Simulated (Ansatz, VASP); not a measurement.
**Two plane-wave programs on TePb**

```
Pb Te
1.0
     0.00000    3.19044    3.19044
     3.19044    0.00000    3.19044
     3.19044    3.19044    0.00000
Pb Te
1 1
Direct
  0.00000 0.00000 0.00000
  0.50000 0.50000 0.50000
```

Alike in both runs: task relaxation of cell and atoms; functional LDA; k mesh 10 × 10 × 10; occupations gaussian, width 0.02 eV; no spin polarisation.

|  | VASP | Ansatz |
| --- | --- | --- |
| version | VASP 6.6.1 | Ansatz 0.2.0 |
| potentials or method | VASP PAW LDA potentials, release 64 (Pb_d, Te), cutoff 500 eV | scalar-relativistic, plane waves, PAW |
| valence electrons in the cell | 20 | 30 |

VASP gave:

```
gap on the k mesh at the Fermi level, each at its own relaxed structure (eV) : 0.56
relaxed volume (Å³/atom)                                                     : 32.51
relaxed cell length with the largest relative difference (Å)                 : 4.514
```

Problem. What did Ansatz give for the same quantities?

Solution. gap on the k mesh at the Fermi level, each at its own relaxed structure (eV): 0.58; relaxed volume (Å³/atom): 32.48; relaxed cell length with the largest relative difference (Å): 4.512.

Ansatz warns that its potentials were made for another functional, while VASP's fit it. LDA's correlation is that of Perdew and Zunger in VASP and of Perdew and Wang (1992) in Ansatz. VASP's potentials hold 20 valence electrons a cell and Ansatz's 30, so a difference there can come from the potentials and not from the codes.

Neither program's run includes spin-orbit coupling.
